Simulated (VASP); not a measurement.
# Cu (Im-3m) in VASP: notebook

The runs below take Cu through single point, with revPBE.

Everything below comes from runs of VASP 6.6.1. Logs are shortened: lines on timing, memory, paths and dates and some standing lists are left out, and cuts for length are marked.

## 1. The cell of the first run

It takes space group Im-3m (No. 229, cubic). Conventional cell: a = 2.910 Å, b = 2.910 Å, c = 2.910 Å, α = 90.00°, β = 90.00°, γ = 90.00°. Cu (site symmetry m-3m) has 14 Cu at 2.52 to 2.91 Å within 3.3 Å.

## 2. Single point, revPBE

INCAR reads:

```
ALGO     = Normal         # electronic algorithm
EDIFF    = 1E-6           # SCF threshold, eV
ENCUT    = 520            # plane-wave cutoff, eV
GGA      = RE             # functional
ISIF     = 2              # what is computed and relaxed
ISMEAR   = -1             # smearing method
LASPH    = True           # aspherical terms in the spheres
LCHARG   = True           # write CHGCAR
LELF     = True           # ELF
LREAL    = False          # projectors in reciprocal space
LVHAR    = True         
LWAVE    = False          # write WAVECAR
NBANDS   = 12             # bands
NELM     = 80             # most SCF steps
PREC     = Accurate       # precision mode
SIGMA    = 0.1            # smearing width, eV
```

KPOINTS reads:

```
k-points
0
Gamma
  15 15 15
```

POSCAR reads:

```
Cu
1.0
   -1.4550685286      1.4550685286      1.4550685286
    1.4550685286     -1.4550685286      1.4550685286
    1.4550685286      1.4550685286     -1.4550685286
Cu
1
Direct
    0.0000000000      0.0000000000      0.0000000000
```

Potentials or basis: VASP PAW PBE potentials, release 64 (Cu).

On the command line:

```
cat potpaw_PBE.64/Cu/POTCAR > POTCAR
mpirun -np 1 vasp_std > vasp.out
```

OUTCAR:

```text
EDIFF = 1E-6
   ENCUT = 520
   GGA = RE
   ISIF = 2
   ISMEAR = -1
   LASPH = True
   LREAL = False
   NELM = 80
   PREC = Accurate

 ion  position               nearest neighbor table
   1  0.000  0.000  0.000-

  LATTYP: Found a body centered cubic cell.
 ALAT       =     2.9101370572

  Lattice vectors:

 A1 = (  -1.4550685286,   1.4550685286,   1.4550685286)
 A2 = (   1.4550685286,  -1.4550685286,   1.4550685286)
 A3 = (   1.4550685286,   1.4550685286,  -1.4550685286)

Analysis of symmetry for initial positions (statically):
=====================================================================
 Subroutine PRICEL returns:
 Original cell was already a primitive cell.

 Routine SETGRP: Setting up the symmetry group for a
 body centered cubic supercell.

 Subroutine GETGRP returns: Found 48 space group operations
[... 9 lines left out ...]

 Routine SETGRP: Setting up the symmetry group for a
 body centered cubic supercell.

 Subroutine GETGRP returns: Found 48 space group operations
[... 11 lines left out ...]
                                     Primitive cell

  volume of cell :      12.3228

  direct lattice vectors                    reciprocal lattice vectors
    -1.455068529  1.455068529  1.455068529     0.000000000  0.343626427  0.343626427
     1.455068529 -1.455068529  1.455068529     0.343626427  0.000000000  0.343626427
     1.455068529  1.455068529 -1.455068529     0.343626427  0.343626427  0.000000000

  length of vectors
     2.520252620  2.520252620  2.520252620     0.485961154  0.485961154  0.485961154

  position of ions in fractional coordinates (direct lattice)
     0.000000000  0.000000000  0.000000000

  ion indices of the primitive-cell ions
   primitive index   ion index
                 1           1

----------------------------------------------------------------------------------------

 KPOINTS: k-points

Automatic generation of k-mesh.
 Grid dimensions read from file:
 generate k-points for:   15   15   15

 Generating k-lattice:

  Cartesian coordinates                     Fractional coordinates (reciprocal lattice)
     0.000000000  0.022908428  0.022908428     0.066666667  0.000000000  0.000000000
     0.022908428  0.000000000  0.022908428     0.000000000  0.066666667  0.000000000
     0.022908428  0.022908428  0.000000000     0.000000000  0.000000000  0.066666667

  Length of vectors
     0.032397410  0.032397410  0.032397410

  Shift w.r.t. Gamma in fractional coordinates (k-lattice)
     0.000000000  0.000000000  0.000000000

 Subroutine IBZKPT returns following result:
 ===========================================

 Found    120 irreducible k-points:

 Following reciprocal coordinates:
            Coordinates               Weight
  0.000000  0.000000  0.000000      1.000000
  0.066667  0.000000  0.000000     12.000000
  0.133333  0.000000  0.000000     12.000000
  0.200000  0.000000  0.000000     12.000000
  0.266667  0.000000  0.000000     12.000000
  0.333333  0.000000  0.000000     12.000000
[... 16 lines left out ...]
  0.333333  0.200000  0.000000     48.000000
  0.400000  0.200000  0.000000     24.000000
 [... further k-points ...]
   k-points           NKPTS =    120   k-points in BZ     NKDIM =    120   number of bands    NBANDS=     12
   number of dos      NEDOS =    301   number of ions     NIONS =      1
   total plane-waves  NPLWV =   8000
   dimension x,y,z NGX =    20 NGY =   20 NGZ =   20
   dimension x,y,z NGXF=    40 NGYF=   40 NGZF=   40
   ions per type =               1
   NGX,Y,Z   is equivalent  to a cutoff of  13.19, 13.19, 13.19 a.u.
   NGXF,Y,Z  is equivalent  to a cutoff of  26.39, 26.39, 26.39 a.u.
 SYSTEM =  unknown system
   PREC   = accura    normal or accurate (medium, high low for compatibility)
   ISTART =      0    job   : 0-new  1-cont  2-samecut
   ICHARG =      2    charge: 1-file 2-atom 10-const
   ISPIN  =      1    spin polarized calculation?
   LNONCOLLINEAR =      F non collinear calculations
   LSORBIT =      F    spin-orbit coupling
   LASPH  =      T    aspherical Exc in radial PAW
   ENCUT  =  520.0 eV  38.22 Ry    6.18 a.u.   4.69  4.69  4.69*2*pi/ulx,y,z
   NELM   =     80;   NELMIN=  2; NELMDL= -5     # of ELM steps
   EDIFF  = 0.1E-05   stopping-criterion for ELM
   LREAL  =      F    real-space projection
   EDIFFG = 0.1E-04   stopping-criterion for IOM
   NSW    =      0    number of steps for IOM
   IBRION =     -1    ionic relax: 0-MD 1-quasi-New 2-CG
   NFREE  =      0    steps in history (QN), initial steepest desc. (CG)
   ISIF   =      2    stress and relaxation
   ISYM   =      2    0-nonsym 1-usesym 2-fastsym
   POTIM  = 0.5000    time-step for ionic-motion
   TEBEG  =    0.0;   TEEND  =   0.0 temperature during run
   PSTRESS=    0.0 pullay stress
   NELECT =      11.0000    total number of electrons
   NUPDOWN=      -1.0000    fix difference up-down
   EMIN   =  10.00;   EMAX   =-10.00  energy-range for DOS
   EFERMI =   0.00;   METHOD = LEGACY
   ISMEAR =    -1;   SIGMA  =   0.10  broadening in eV -4-tet -1-fermi 0-gaus
   EFERMI_NEDOS =   21; number of points for ismear=-14 and -15
   IALGO  =     38    algorithm
   IMIX   =      4    mixing-type and parameters
     AMIX     =   0.40;   BMIX     =  1.00
     AMIX_MAG =   1.60;   BMIX_MAG =  1.00
  volume/ion in A,a.u.               =      12.32        83.16
  Fermi-wavevector in a.u.,A,eV,Ry     =   1.576288  2.978753 33.806183  2.484684
  Thomas-Fermi vector in A             =   2.677144
   LORBIT       =      0    0 simple, 1 ext, 2 COOP (PROOUT), +10 PAW based schemes
   GGA     = RE    functional components
   LHFCALC =     F    Hartree Fock is set to
   AEXX    =    0.0000 exact exchange contribution
   IVDW    =     0    specifies the selected vdW correction
   LEPSILON=     F    determine dielectric tensor
   LRPA    =     F    only Hartree local field effects (RPA)
 non-spin polarized calculation
  energy-cutoff  :      520.00
  volume of cell :       12.32
 maximum number of plane-waves:       350
   NGX =  9   NGY =  9   NGZ =  9

 number of electron      11.0000011 magnetization

 Free energy of the ion-electron system (eV)
  ---------------------------------------------------
  ext. energy  EPLUGINS =         0.00000000
  ---------------------------------------------------
  free energy    TOTEN  =        -3.32490944 eV

  energy without entropy =       -3.31498528  energy(sigma->0) =       -3.31994736

 E-fermi :   7.1636     XC(G=0): -12.3815

 val. band max:        7.0702383557   @ k =  -0.4000   0.4667   0.0667
 cond. band min:       7.1829679784   @ k =  -0.3333   0.4667   0.0667
 fundamental gap:      0.1127296227
 Fermi energy:         7.1635501941

 k-point     1 :       0.0000    0.0000    0.0000
  band No.  band energies     occupation
      1      -1.8351      2.00000
      2       4.2182      2.00000
      3       4.2182      2.00000
      4       4.2182      2.00000
      5       5.1642      2.00000
      6       5.1642      2.00000
      7      31.7958      0.00000
      8      31.7958      0.00000
      9      31.7958      0.00000
     10      34.7334      0.00000
     11      34.7334      0.00000
     12      34.7334      0.00000

 k-point     2 :       0.0667    0.0000    0.0000
  band No.  band energies     occupation
      1      -1.6690      2.00000
      2       4.1884      2.00000
      3       4.2169      2.00000
      4       4.2796      2.00000
      5       5.1353      2.00000
      6       5.1664      2.00000
      7      29.9063      0.00000
      8      31.2690      0.00000
      9      31.3486      0.00000
     10      32.9871      0.00000
     11      33.3260      0.00000
     12      33.6908      0.00000

 k-point     3 :       0.1333    0.0000    0.0000
  band No.  band energies     occupation
      1      -1.1786      2.00000
      2       4.1048      2.00000
      3       4.2045      2.00000
      4       4.4568      2.00000
      5       5.0710      2.00000
      6       5.1737      2.00000
      7      26.4638      0.00000
      8      29.7355      0.00000
      9      30.4912      0.00000
     10      30.8385      0.00000
     11      32.3649      0.00000
     12      33.8550      0.00000

 k-point     4 :       0.2000    0.0000    0.0000
  band No.  band energies     occupation
      1      -0.3939      2.00000
      2       3.9831      2.00000
      3       4.1720      2.00000
      4       4.7282      2.00000
      5       5.0228      2.00000
      6       5.1872      2.00000
      7      22.9259      0.00000
      8      28.0844      0.00000
      9      28.8771      0.00000
     10      29.6679      0.00000
     11      31.6759      0.00000
     12      34.7662      0.00000

 k-point     5 :       0.2667    0.0000    0.0000
  band No.  band energies     occupation
      1       0.6050      2.00000
      2       3.8455      2.00000
      3       4.1750      2.00000
      4       5.0256      2.00000
      5       5.0571      2.00000
      6       5.2066      2.00000
      7      19.5409      0.00000
      8      26.6549      0.00000
      9      27.1780      0.00000
     10      28.9993      0.00000
     11      31.2111      0.00000
     12      36.1200      0.00000

 k-point     6 :       0.3333    0.0000    0.0000
  band No.  band energies     occupation
      1       1.5977      2.00000
      2       3.7159      2.00000
      3       4.4319      2.00000
      4       5.0713      2.00000
      5       5.2292      2.00000
      6       5.3913      2.00000
      7      16.4079      0.00000
      8      25.5341      0.00000
      9      25.8069      0.00000
     10      28.5062      0.00000
     11      30.9334      0.00000
     12      37.8359      0.00000

 k-point     7 :       0.4000    0.0000    0.0000
  band No.  band energies     occupation
      1       2.1988      2.00000
      2       3.6159      2.00000
      3       5.0519      2.00000
      4       5.2497      2.00000
      5       5.3598      2.00000
      6       5.6680      2.00000
      7      13.6511      0.00000
      8      24.7644      0.00000
      9      24.8350      0.00000
     10      28.1844      0.00000
     11      30.7918      0.00000
     12      39.8674      0.00000

 k-point     8 :       0.4667    0.0000    0.0000
  band No.  band energies     occupation
      1       2.3850      2.00000
      2       3.5617      2.00000
      3       5.1188      2.00000
      4       5.2620      2.00000
      5       5.8259      2.00000
      6       6.4694      1.99807
      7      11.6589      0.00000
      8      24.3282      0.00000
      9      24.3727      0.00000
     10      28.0262      0.00000
     11      30.7364      0.00000
     12      40.2472      0.00000
[... 166 lines left out ...]
 k-point    20 :       0.4000    0.1333    0.0000
  band No.  band energies     occupation
      1       2.6534      2.00000
      2       3.5964      2.00000
      3       4.6794      2.00000
      4       5.1064      2.00000
      5       5.4548      2.00000
      6       7.8352      0.00242
      7      11.8756      0.00000
      8      20.0347      0.00000
      9      24.0452      0.00000
     10      30.1151      0.00000
     11      34.7062      0.00000
     12      37.6903      0.00000

 k-point    21 :       0.2000    0.2000    0.0000
  band No.  band energies     occupation
      1       1.9369      2.00000
      2       3.7716      2.00000
      3       3.8897      2.00000
      4       4.9804      2.00000
      5       5.2873      2.00000
      6       5.9600      1.99999
      7      18.6765      0.00000
      8      18.9673      0.00000
      9      25.2018      0.00000
     10      31.4303      0.00000
     11      33.7904      0.00000
     12      38.2526      0.00000

 k-point    22 :       0.2667    0.2000    0.0000
  band No.  band energies     occupation
      1       2.6408      2.00000
      2       3.6693      2.00000
      3       3.9857      2.00000
      4       5.0374      2.00000
      5       5.3236      2.00000
      6       6.8382      1.92560
      7      15.8165      0.00000
      8      17.9943      0.00000
      9      24.4169      0.00000
     10      31.4786      0.00000
     11      34.4927      0.00000
     12      38.6942      0.00000

 k-point    23 :       0.3333    0.2000    0.0000
  band No.  band energies     occupation
      1       2.9018      2.00000
      2       3.6248      2.00000
      3       4.2015      2.00000
      4       5.0991      2.00000
      5       5.3692      2.00000
      6       8.1259      0.00013
      7      13.2097      0.00000
      8      17.4686      0.00000
      9      23.9273      0.00000
     10      31.3755      0.00000
     11      35.6314      0.00000
     12      38.3795      0.00000

 k-point    24 :       0.4000    0.2000    0.0000
  band No.  band energies     occupation
      1       2.9407      2.00000
      2       3.6136      2.00000
      3       4.3017      2.00000
      4       5.1213      2.00000
      5       5.3987      2.00000
      6       9.1789      0.00000
      7      11.7204      0.00000
      8      17.2895      0.00000
      9      23.7609      0.00000
     10      31.3263      0.00000
     11      36.4028      0.00000
     12      38.0495      0.00000

 [... further k-points ...]
[... 5 lines left out ...]
  --------------------------------------------------------------------------------------
  -------------------------------------------------------------------------------------
  Total        0.0386355      0.0386355      0.0386355     -0.0000000     -0.0000000     -0.0000000
  in kB        5.0232718      5.0232718      5.0232718     -0.0000000     -0.0000000     -0.0000000
  external PRESSURE =       5.0232718 kB  Pullay stress =       0.0000000 kB

 VOLUME and BASIS-vectors are now :
 -----------------------------------------------------------------------------
  energy-cutoff  :      520.00
  volume of cell :       12.32
      direct lattice vectors                 reciprocal lattice vectors
    -1.455068529  1.455068529  1.455068529     0.000000000  0.343626427  0.343626427
     1.455068529 -1.455068529  1.455068529     0.343626427  0.000000000  0.343626427
     1.455068529  1.455068529 -1.455068529     0.343626427  0.343626427  0.000000000

 POSITION                                       TOTAL-FORCE (eV/Angst)
 -----------------------------------------------------------------------------------
      0.00000      0.00000      0.00000         0.000000     -0.000000      0.000000
 -----------------------------------------------------------------------------------
    total drift:                                0.000000     -0.000000      0.000000

  FREE ENERGIE OF THE ION-ELECTRON SYSTEM (eV)
  ---------------------------------------------------
  free  energy   TOTEN  =        -3.3249094448 eV

  energy  without entropy=       -3.3149852774  energy(sigma->0) =       -3.31994736
```

Run time: 13 s. Hardware: 1 thread of AMD EPYC 7R13 (Zen 3), shared host; peak memory 0.1 GiB.

What came out:

```
Free energy : -3.3249 eV
Pressure    : 0.5 GPa
```

Caveat: the PAW data sets were made with another functional, which shifts forces and pressure a little.

(Part 1 of 2 ends here.)
